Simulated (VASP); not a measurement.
# Al2GaP3: relaxation of cell and atoms with PBE

The system is Al2GaP3.

```
CELL_PARAMETERS angstrom
6.73059 0.00000 0.00000
-3.36529 5.82886 0.00000
0.00000 0.00000 6.38872
ATOMIC_POSITIONS crystal
Al 0.00000 0.00000 0.00039
Al 0.66674 0.66674 0.49968
Al 0.33326 0.00000 0.49968
Al 0.00000 0.33326 0.49968
Ga 0.33333 0.66667 0.00096
Ga 0.66667 0.33333 0.00096
P 0.33333 0.66667 0.37584
P 0.00000 0.00000 0.37447
P 0.66667 0.33333 0.37584
P 0.66708 0.66708 0.87417
P 0.33292 0.00000 0.87417
P 0.00000 0.33292 0.87417
```

```yaml
Program: VASP 6.6.1
Task: relaxation of cell and atoms
Functional: PBE
Potentials_or_basis: VASP PAW PBE potentials, release 64 (Al, Ga_d, P)
Cutoff: 600 eV
k_mesh: 6 × 6 × 4
Occupations: gaussian, width 0.02 eV
Spin: no spin polarisation
Dipole_correction: no
Further_INCAR_settings: ALGO = Normal; EDIFF = 1e-06; IBRION = 2; EDIFFG = -0.01; NSW = 100; ISIF = 3
```

```json
{"Pressure after relaxing": "-0.1 GPa", "Largest force after relaxing": "0.006 eV/Å", "Band gap on the k mesh": "1.71 eV (least direct gap 1.84 eV)"}
```

Forces in eV/Å, atoms in the order of the input:
```
Al   0.000  0.000  0.002
Al   0.000  0.000 -0.001
Al   0.000  0.000 -0.001
Al   0.000  0.000 -0.001
Ga   0.000  0.000  0.000
Ga   0.000  0.000  0.000
P    0.000  0.000  0.005
P    0.000  0.000 -0.001
P    0.000  0.000  0.005
P    0.003  0.004 -0.003
P   -0.005  0.000 -0.003
P    0.003 -0.004 -0.003
```

Final structure:
```yaml
crystal:
  lattice:
    - [6.73059, 0.00000, 0.00000]
    - [-3.36529, 5.82886, 0.00000]
    - [0.00000, 0.00000, 6.38872]
  atoms:
    - { symbol: Al, position: [0.00000, 0.00000, 0.00039] }
    - { symbol: Al, position: [0.66674, 0.66674, 0.49968] }
    - { symbol: Al, position: [0.33326, 0.00000, 0.49968] }
    - { symbol: Al, position: [0.00000, 0.33326, 0.49968] }
    - { symbol: Ga, position: [0.33333, 0.66667, 0.00096] }
    - { symbol: Ga, position: [0.66667, 0.33333, 0.00096] }
    - { symbol: P, position: [0.33333, 0.66667, 0.37584] }
    - { symbol: P, position: [0.00000, 0.00000, 0.37447] }
    - { symbol: P, position: [0.66667, 0.33333, 0.37584] }
    - { symbol: P, position: [0.66708, 0.66708, 0.87417] }
    - { symbol: P, position: [0.33292, 0.00000, 0.87417] }
    - { symbol: P, position: [0.00000, 0.33292, 0.87417] }
```

Levels at points of the mesh, in eV from the valence-band top:
```csv
k point,band 32,band 33,band 34,band 35,band 36,band 37
"(0.00, 0.00, 0.00)",-0.15,0.00,0.00,1.84,2.28,2.28
"(0.50, 0.00, 0.00)",-0.97,-0.96,-0.92,1.78,3.21,3.37
"(0.00, 0.00, 0.50)",-0.65,-0.47,-0.47,2.30,2.48,2.99
"(0.50, 0.00, 0.50)",-1.75,-1.70,-1.70,1.85,2.29,2.96
```

Wall time 6.3 min on 1 thread of Oxide Virtual Turin-like Processor, on a shared host, peak memory 0.53 GiB.

Caveat: the relaxation stopped at its first step, so nothing moved. A k mesh can miss the band edges.
